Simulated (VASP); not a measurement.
Set up this calculation in VASP 6.6.1, as the native input.

* Task: single point
* Functional: PBEsol
* Potentials or basis: VASP PAW PBE potentials, release 64 (In_d)
* Cutoff: 520 eV
* k mesh: 16 × 16 × 16
* Occupations: fermi-dirac, width 0.05 eV
* Spin: no spin polarisation
* Dipole correction: no
* Further INCAR settings: ALGO = Normal; EDIFF = 1e-06; NBANDS = 12

The structure of In lies in POSCAR:

```
In
1.0
   -1.5946293911      1.5946293911      2.5108132526
    1.5946293911     -1.5946293911      2.5108132526
    1.5946293911      1.5946293911     -2.5108132526
In
1
Direct
    0.0000000000      0.0000000000      0.0000000000
```

These files were run (other wordings do the same):

INCAR

```
SYSTEM = In
PREC = Accurate
ENCUT = 520
EDIFF = 1E-6
ISMEAR = -1
SIGMA = 0.05
LREAL = .FALSE.
LASPH = .TRUE.
NELM = 100
ALGO = Normal
ISIF = 2
LWAVE = .FALSE.
LCHARG = .FALSE.
GGA = PS
NBANDS = 12
```

KPOINTS

```
regular mesh
0
G
  16 16 16
  0 0 0
```

Potentials or basis: VASP PAW PBE potentials, release 64 (In_d).

Command:

```bash
$ cat potpaw_PBE.64/In_d/POTCAR > POTCAR
$ mpirun -np 1 vasp_std > vasp.out
```

It gave:

* Pressure: 0.0 GPa

Caveat: the PAW data sets were made with another functional, which shifts forces and pressure a little.

Run time: 61 s on 1 thread of Intel Xeon 6975P-C, with other jobs on the host, peak memory 0.24 GiB.
